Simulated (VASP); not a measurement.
# BaTiO3 (Pm) in VASP: single point with r2SCAN

Aim: the single point of BaTiO3 with r2SCAN.

Program: VASP 6.6.1. These are calculated values, not measurements. Logs are shortened: lines on timing, memory, paths and dates and some standing lists are left out, and cuts for length are marked.

### Step 1. The cell of the first run

It takes space group Pm (No. 6, monoclinic). The conventional cell has a = 4.053 Å, b = 3.963 Å, c = 12.316 Å, α = 90.00°, β = 99.15°, γ = 90.00°. Ba (site symmetry m) has 1 O at 1.95 Å within 2.6 Å. Ba (site symmetry m) has 12 O at 2.77 to 2.98 Å and 8 Ti at 3.42 to 3.57 Å within 3.7 Å. Ba (site symmetry m) has 12 O at 2.77 to 2.98 Å and 8 Ti at 3.42 to 3.57 Å within 3.7 Å. Ti (site symmetry m) has 5 O at 1.85 to 2.21 Å within 2.5 Å. Ti (site symmetry m) has 6 O at 1.85 to 2.21 Å within 2.5 Å. Within 2.5 Å of Ti (site symmetry m) lie 6 O at 1.85 to 2.21 Å. O (site symmetry m) has 1 Ba at 1.95 Å and 2 Ti at 1.99 Å within 2.6 Å. O (site symmetry m) has 2 Ti at 1.99 Å within 2.6 Å.

### Step 2. Single point, r2SCAN (the part above a cut slid along it)

POSCAR reads:

```
BaTiO3
1.0
    0.0000000000      2.8579801945     -2.8741509136
   -3.9633322398      0.0000000000      0.0000000000
    0.0000000000     10.0029306809      7.1853772839
Ba Ti O
3 3 9
Direct
    0.5319075962      0.0000000000      0.9196549725
    0.8652409296      0.0000000000      0.2529883058
    0.6985742629      0.0000000000      0.5863216392
    0.4304258410      0.5000000000      0.0915069026
    0.2637591744      0.5000000000      0.4248402359
    0.0970925077      0.5000000000      0.7581735692
    0.4696536541      1.0000000000      0.0802989560
    0.3029869874      1.0000000000      0.4136322893
    0.1363203208      1.0000000000      0.7469656226
   -0.0207790530      0.5000000000      0.0815433816
   -0.1874457197      0.5000000000      0.4148767149
   -0.3541123863      0.5000000000      0.7482100483
    0.3842852948      0.5000000000      0.2435691207
    0.2176186282      0.5000000000      0.5769024541
    0.0509519615      0.5000000000      0.9102357874
```

INCAR.step1 reads:

```
SYSTEM = BaTiO3
  ALGO = Normal
  EDIFF = 1E-4
  ENCUT = 520
  GGA = PE
  ISMEAR = 0
  LASPH = .True.
  LCHARG = .False.
  LREAL = Auto
  LWAVE = .True.
  NBANDS = 73
  NELM = 80
  PREC = Accurate
  SIGMA = 0.05
```

INCAR.step2 reads:

```
SYSTEM = BaTiO3
  ALGO = Normal
  EDIFF = 1E-7
  ENCUT = 520
  ISIF = 2
  ISMEAR = 0
  ISTART = 1
  LASPH = .True.
  LCHARG = .False.
  LMIXTAU = .True.
  LREAL = Auto
  LWAVE = .False.
  METAGGA = R2SCAN
  NBANDS = 73
  NELM = 80
  PREC = Accurate
  SIGMA = 0.05
```

KPOINTS reads:

```
k-points
0
Gamma
  6 6 2
  0 0 0
```

Potentials or basis: VASP PAW PBE potentials, release 64 (Ba_sv, Ti_sv, O).

Started as:

```bash
cat potpaw_PBE.64/Ba_sv/POTCAR potpaw_PBE.64/Ti_sv/POTCAR potpaw_PBE.64/O/POTCAR > POTCAR
cp INCAR.step1 INCAR
mpirun -np 1 vasp_std > vasp.out
cp INCAR.step2 INCAR
mpirun -np 1 vasp_std > vasp.out
```

OUTCAR:

```text
SYSTEM = BaTiO3
   EDIFF = 1E-7
   ENCUT = 520
   ISIF = 2
   ISMEAR = 0
   ISTART = 1
   LASPH = .True.
   LREAL = Auto
   METAGGA = R2SCAN
   NELM = 80
   PREC = Accurate

 ion  position               nearest neighbor table
   1  0.532  0.000  0.920-   7 1.95  15 2.80  15 2.80   9 2.86  12 2.88  12 2.88  15 2.88  15 2.88
                             4 2.88   4 2.88   9 2.98   6 3.42   6 3.42   6 3.48   6 3.48   3 4.05
   2  0.865  0.000  0.253-   8 2.77  11 2.80  11 2.80  13 2.80  13 2.80   7 2.86   8 2.86  10 2.88
                            10 2.88  13 2.88  13 2.88   7 2.98   4 3.42   4 3.42   4 3.48   4 3.48
   3  0.699  0.000  0.586-   9 2.77  14 2.80  14 2.80  12 2.80  12 2.80   9 2.86   8 2.86  14 2.88
                            14 2.88  11 2.88  11 2.88   8 2.98   5 3.42   5 3.42   6 3.48   6 3.48
   4  0.430  0.500  0.092-  13 1.85  10 1.85   7 1.99   7 1.99  10 2.21   1 2.88   1 2.88   2 3.42
                             2 3.42   2 3.48   2 3.48
   5  0.264  0.500  0.425-  14 1.85  11 1.85   8 1.99   8 1.99  11 2.21  13 2.21   3 3.42   3 3.42
                             3 3.48   3 3.48   2 3.48   2 3.48   2 3.57   2 3.57
   6  0.097  0.500  0.758-  12 1.85  15 1.85   9 1.99   9 1.99  14 2.21  12 2.21   1 3.42   1 3.42
                             3 3.48   3 3.48   1 3.48   1 3.48   3 3.57   3 3.57
   7  0.470  0.000  0.080-   1 1.95   4 1.99   4 1.99   2 2.86   2 2.98
   8  0.303  0.000  0.414-   5 1.99   5 1.99   2 2.77   2 2.86   3 2.86   3 2.98
   9  0.136  0.000  0.747-   6 1.99   6 1.99   3 2.77   3 2.86   1 2.86   1 2.98
  10  0.979  0.500  0.082-   4 1.85   4 2.21   2 2.88   2 2.88
  11  0.813  0.500  0.415-   5 1.85   5 2.21   2 2.80   2 2.80   3 2.88   3 2.88
  12  0.646  0.500  0.748-   6 1.85   6 2.21   3 2.80   3 2.80   1 2.88   1 2.88
  13  0.384  0.500  0.244-   4 1.85   5 2.21   2 2.80   2 2.80   2 2.88   2 2.88
  14  0.218  0.500  0.577-   5 1.85   6 2.21   3 2.80   3 2.80   3 2.88   3 2.88
  15  0.051  0.500  0.910-   6 1.85   1 2.80   1 2.80   1 2.88   1 2.88

  LATTYP: Found a simple monoclinic cell.
 ALAT       =     4.0532449058
 B/A-ratio  =     0.9778171149
 C/A-ratio  =     3.0385973310
 COS(beta)  =    -0.1589791892

  Lattice vectors:

 A1 = (   0.0000000000,   2.8579801945,  -2.8741509136)
 A2 = (   3.9633322398,   0.0000000000,   0.0000000000)
 A3 = (   0.0000000000, -10.0029306809,  -7.1853772839)

Analysis of symmetry for initial positions (statically):
=====================================================================
 Subroutine PRICEL returns:
 Original cell was already a primitive cell.

 Routine SETGRP: Setting up the symmetry group for a
 simple monoclinic supercell.

 Subroutine GETGRP returns: Found  2 space group operations
 (whereof  2 operations were pure point group operations)
 out of a pool of  4 trial point group operations.

The static configuration has the point symmetry C_1h.

Analysis of symmetry for dynamics (positions and initial velocities):
[... 161 lines left out ...]
   LORBIT       =      0    0 simple, 1 ext, 2 COOP (PROOUT), +10 PAW based schemes
   METAGGA = R2SCAN    functional components
   LHFCALC =     F    Hartree Fock is set to
   AEXX    =    0.0000 exact exchange contribution
   IVDW    =     0    specifies the selected vdW correction
   LEPSILON=     F    determine dielectric tensor
   LRPA    =     F    only Hartree local field effects (RPA)
 non-spin polarized calculation
 Gauss-broadening in eV      SIGMA  =   0.05
  energy-cutoff  :      520.00
  volume of cell :      195.34
 maximum number of plane-waves:      5305
   NGX = 15   NGY = 15   NGZ = 45

 number of electron     119.9999961 magnetization

 Free energy of the ion-electron system (eV)
  ---------------------------------------------------
  ext. energy  EPLUGINS =         0.00000000
  ---------------------------------------------------
  free energy    TOTEN  =      -216.02215426 eV

  energy without entropy =     -216.02215426  energy(sigma->0) =     -216.02215426

 E-fermi :   4.3938     XC(G=0): -11.7727

 val. band max:        4.0456432540   @ k =   0.0000   0.3333   0.5000
 cond. band min:       5.4139405144   @ k =   0.0000   0.0000   0.0000
 fundamental gap:      1.3682972604
 Fermi energy:         4.3938345465

 k-point     1 :       0.0000    0.0000    0.0000
  band No.  band energies     occupation
      1     -55.8946      2.00000
      2     -55.1550      2.00000
      3     -54.3528      2.00000
      4     -31.2810      2.00000
      5     -31.1898      2.00000
      6     -30.9588      2.00000
[... 1789 lines left out ...]
     71       9.2450      0.00000
     72       9.3765      0.00000

 [... further k-points ...]

 [bands above 72 left out]

------------------------ aborting loop because EDIFF is reached ----------------------------------------

  FORCE on cell =-STRESS in cart. coord.  units (eV):
  Direction    XX          YY          ZZ          XY          YZ          ZX
  --------------------------------------------------------------------------------------
  -------------------------------------------------------------------------------------
  Total        7.3115452     17.0234774     15.0843417      0.0000000     20.3685896      0.0000000
  in kB       59.9707168    139.6298744    123.7247063      0.0000000    167.0671361      0.0000000
  external PRESSURE =     107.7750992 kB  Pullay stress =       0.0000000 kB

 VOLUME and BASIS-vectors are now :
 -----------------------------------------------------------------------------
  energy-cutoff  :      520.00
  volume of cell :      195.34
      direct lattice vectors                 reciprocal lattice vectors
     0.000000000  2.857980195 -2.874150914     0.000000000  0.145790607 -0.202958491
    -3.963332240  0.000000000  0.000000000    -0.252312938  0.000000000  0.000000000
     0.000000000 10.002930681  7.185377284     0.000000000  0.058316243  0.057988140

 POSITION                                       TOTAL-FORCE (eV/Angst)
 -----------------------------------------------------------------------------------
      0.00000     10.71943      5.07929         0.000000    -10.317856     -9.977579
      0.00000      5.00347     -0.66902         0.000000      0.200081      0.071736
      0.00000      7.86145      2.20513         0.000000      0.353628      0.313196
     -1.98167      2.14549     -0.57960         0.000000      2.331821      4.157602
     -1.98167      5.00347      2.29455         0.000000      0.822371      0.533113
     -1.98167      7.86145      5.16870         0.000000      0.592899      0.194634
      0.00000      2.14549     -0.77288         0.000000      7.891229      7.213996
      0.00000      5.00347      2.10127         0.000000     -0.258159     -0.240723
      0.00000      7.86145      4.97542         0.000000     -0.251868     -0.128704
     -1.98167      3.61427     -2.22851         0.000000      3.072803      1.386888
     -1.98167      6.47225      0.64564         0.000000     -0.336181     -0.054070
     -1.98167      9.33023      3.51979         0.000000     -0.250735      0.196785
     -1.98167      3.53468      0.64564         0.000000     -0.685398     -0.734803
     -1.98167      6.39266      3.51979         0.000000     -0.602585     -0.576288
     -1.98167      9.25065      6.39394         0.000000     -2.562048     -2.355785
 -----------------------------------------------------------------------------------
    total drift:                               -0.000000     -0.013181      0.017648

  FREE ENERGIE OF THE ION-ELECTRON SYSTEM (eV)
  ---------------------------------------------------
  free  energy   TOTEN  =      -216.0221542593 eV

  energy  without entropy=     -216.0221542593  energy(sigma->0) =     -216.02215426
```

OSZICAR.step1:

```text
N       E                     dE             d eps       ncg     rms          rms(c)
DAV:   1     0.159580929737E+04    0.15958E+04   -0.60116E+04  4784   0.178E+03
DAV:   2     0.143751998391E+03   -0.14521E+04   -0.13767E+04  5027   0.517E+02
DAV:   3    -0.127174154633E+03   -0.27093E+03   -0.26386E+03  6164   0.208E+02
DAV:   4    -0.145226625751E+03   -0.18052E+02   -0.18005E+02  6784   0.557E+01
DAV:   5    -0.146183261625E+03   -0.95664E+00   -0.95606E+00  7191   0.105E+01    0.441E+01
DAV:   6    -0.114657318659E+03    0.31526E+02   -0.21377E+02  6937   0.823E+01    0.235E+01
DAV:   7    -0.116031978095E+03   -0.13747E+01   -0.80717E+01  6807   0.424E+01    0.152E+01
DAV:   8    -0.113643439469E+03    0.23885E+01   -0.53194E+00  6832   0.149E+01    0.694E+00
DAV:   9    -0.114059114915E+03   -0.41568E+00   -0.43828E+00  7200   0.998E+00    0.657E+00
DAV:  10    -0.113688238150E+03    0.37088E+00   -0.35043E+00  6701   0.726E+00    0.193E+00
DAV:  11    -0.113669276327E+03    0.18962E-01   -0.20757E-01  6112   0.232E+00    0.111E+00
DAV:  12    -0.113674600053E+03   -0.53237E-02   -0.37715E-02  6407   0.114E+00    0.998E-01
DAV:  13    -0.113660187142E+03    0.14413E-01   -0.40861E-02  6598   0.101E+00    0.186E-01
DAV:  14    -0.113659884974E+03    0.30217E-03   -0.41301E-03  6837   0.280E-01    0.106E-01
DAV:  15    -0.113659839479E+03    0.45495E-04   -0.54951E-04  5743   0.120E-01
   1 F= -.11365984E+03 E0= -.11365984E+03  d E =-.125606E-26
```

It took 46 min on 1 thread of Intel Xeon 8259CL, shared host; peak memory 0.48 GiB.

Results:

* Free energy: -216.0222 eV
* Pressure: 10.8 GPa
* Largest force: 14.353 eV/Å
* Band gap on the k mesh: 1.37 eV (least direct gap 1.42 eV)

Forces on the atoms (eV/Å):
```
Ba    0.000 -10.318  -9.978
Ba    0.000   0.200   0.072
Ba    0.000   0.354   0.313
Ti    0.000   2.332   4.158
Ti    0.000   0.822   0.533
Ti    0.000   0.593   0.195
O     0.000   7.891   7.214
O     0.000  -0.258  -0.241
O     0.000  -0.252  -0.129
O     0.000   3.073   1.387
O     0.000  -0.336  -0.054
O     0.000  -0.251   0.197
O     0.000  -0.685  -0.735
O     0.000  -0.603  -0.576
O     0.000  -2.562  -2.356
```

Stress tensor (GPa, compression positive):
```
 6.00  0.00  0.00
 0.00 13.96 16.71
 0.00 16.71 12.37
```

Levels at points of the mesh, in eV from the valence-band top:
```csv
k point,band 56,band 57,band 58,band 59,band 60,band 61,band 62,band 63,band 64,band 65
"(0.00, 0.00, 0.00)",-1.21,-0.97,-0.81,-0.67,-0.08,1.37,1.62,1.90,2.16,2.52
"(0.50, 0.00, 0.00)",-1.31,-1.21,-1.02,-0.43,-0.06,1.62,2.67,2.84,2.87,3.08
"(0.00, 0.50, 0.00)",-1.41,-1.29,-0.91,-0.21,-0.02,2.01,2.19,2.74,2.76,3.23
"(0.50, 0.50, 0.00)",-0.73,-0.68,-0.27,-0.10,-0.06,2.24,2.74,3.21,3.28,3.77
"(0.00, 0.00, 0.50)",-1.24,-1.14,-0.79,-0.69,-0.05,1.37,1.66,1.79,2.16,2.60
"(0.50, 0.00, 0.50)",-1.31,-1.18,-1.01,-0.45,-0.03,1.62,2.71,2.85,2.87,3.09
"(0.00, 0.50, 0.50)",-1.39,-1.25,-0.84,-0.25,-0.02,1.93,2.18,2.74,2.93,3.22
"(0.50, 0.50, 0.50)",-0.73,-0.71,-0.29,-0.08,-0.06,2.24,2.76,3.20,3.28,3.77
```

Caveat: the cell differs from its parent crystal (the part above a cut slid along it); the stress differs along the axes, from 6 to 14 GPa; the PAW data sets were made with another functional, which shifts forces and pressure a little; spin-orbit coupling is left out, which moves the levels of the heavy elements. A k mesh can miss the band edges.
